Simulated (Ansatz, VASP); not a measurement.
## Two plane-wave programs on NaH

```
Na H
1.0
     1.63066   -5.79629    0.00000
     1.63066    5.79629    0.00000
     0.00000    0.00000    3.35388
Na H
2 2
Direct
  0.85521 0.14479 0.75000
  0.14479 0.85521 0.25000
  0.64389 0.35612 0.75000
  0.35612 0.64389 0.25000
```

Change from the starting cell: relaxed end of: species swapped into the TmSi type (Cmcm, No. 63).

Alike in both runs: task relaxation of cell and atoms; functional PBE; k mesh 8 × 8 × 8; occupations gaussian, width 0.02 eV; no spin polarisation.

|  | VASP | Ansatz |
| --- | --- | --- |
| version | VASP 6.6.1 | Ansatz 0.2.0 |
| potentials or method | VASP PAW PBE potentials, release 64 (Na_pv, H), cutoff 600 eV | scalar-relativistic, plane waves, PAW |
| valence electrons in the cell | 16 | 20 |

```tsv
	VASP	Ansatz	Ansatz less VASP
gap on the k mesh at the Fermi level, each at its own relaxed structure (eV)	3.05	3.05	-0.001
relaxed volume (Å³/atom)	15.85	15.85	0.000
relaxed length of the cell vector where the two differ most in proportion (Å)	6.021	6.021	0.0000
```

VASP's potentials hold 16 valence electrons a cell and Ansatz's 20, so a difference there can come from the potentials and not from the codes.

Noted on VASP's run: the relaxation stopped at its first step, so nothing moved.
